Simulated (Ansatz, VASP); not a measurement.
**CoO in VASP and in Ansatz**

INCAR

```
SYSTEM = CoO
  PREC = Accurate
  ENCUT = 520
  EDIFF = 1E-7
  ISMEAR = -1
  SIGMA = 0.03
  LREAL = .False.
  LASPH = .True.
  NELM = 150
  ALGO = Normal
  ISIF = 2
  LWAVE = .False.
  LCHARG = .False.
  ISPIN = 2
  MAGMOM = 0 3
  LORBIT = 11
  LMAXMIX = 4
  LDAU = .True.
  LDAUTYPE = 2
  LDAUL = -1 2
  LDAUU = 0 3.32
  LDAUJ = 0 0
  LDAUPRINT = 1
  GGA = PE
  NBANDS = 18
```

Contents of KPOINTS:

```
Automatic mesh
0
Gamma
  8 8 8
  0 0 0
```

POSCAR

```
CoO
1.0
    0.0000000000      2.1290000000      2.1290000000
    2.1290000000      0.0000000000      2.1290000000
    2.1290000000      2.1290000000      0.0000000000
O Co
1 1
Direct
    0.5000000000      0.5000000000      0.5000000000
    0.0000000000      0.0000000000      0.0000000000
```

Input for Ansatz:

```yaml
crystal:
  lattice:
    - [0.0, 2.129, 2.129]
    - [2.129, 0.0, 2.129]
    - [2.129, 2.129, 0.0]
  atoms:
    - { symbol: O, position: [0.5, 0.5, 0.5] }
    - { symbol: Co, position: [0.0, 0.0, 0.0], spin: 3.0 }
magnetization:
  spin_polarized: true
hamiltonian:
  xc: pbe
  pseudopotentials: { kind: paw }
  hubbard: { sites: [{ species: Co, l: d, u_eff: 3.32 }] }
basis:
  ecutwfc: 420
kpoints:
  mp_grid: { grid: [8, 8, 8] }
scf:
  occupations: { method: fermi_dirac, width: 0.03 }
  lower_state_search: "off"
output:
  forces: true
  stress: true
```

Alike in both runs: task single point; functional PBE; k mesh 8 × 8 × 8; occupations fermi-dirac, width 0.03 eV; collinear spin; Hubbard terms Co d U = 3.32 eV.

|  | VASP | Ansatz |
| --- | --- | --- |
| version | VASP 6.6.1 | Ansatz 0.2.0 |
| potentials or method | VASP PAW PBE potentials, release 64 (O, Co), cutoff 520 eV | PAW, plane waves, scalar-relativistic |
| valence electrons in the cell | 15 | 23 |

|  | VASP | Ansatz | Ansatz less VASP |
| --- | --- | --- | --- |
| pressure (GPa) | -1.5 | 1.2 | +2.68 |
| net moment per atom (μB) | 1.50 | 1.42 | -0.077 |
| size of the moment on the site where the two differ most (μB) | 2.73 | 2.50 | -0.232 |

Site moments also hang on the region over which each program counts them. The programs project onto different local orbitals, so the same U acts differently, and such runs can settle in different states. VASP's potentials hold 15 valence electrons a cell and Ansatz's 23, so a difference there can come from the potentials and not from the codes. Ansatz's warnings: filled band counts differ across k points.
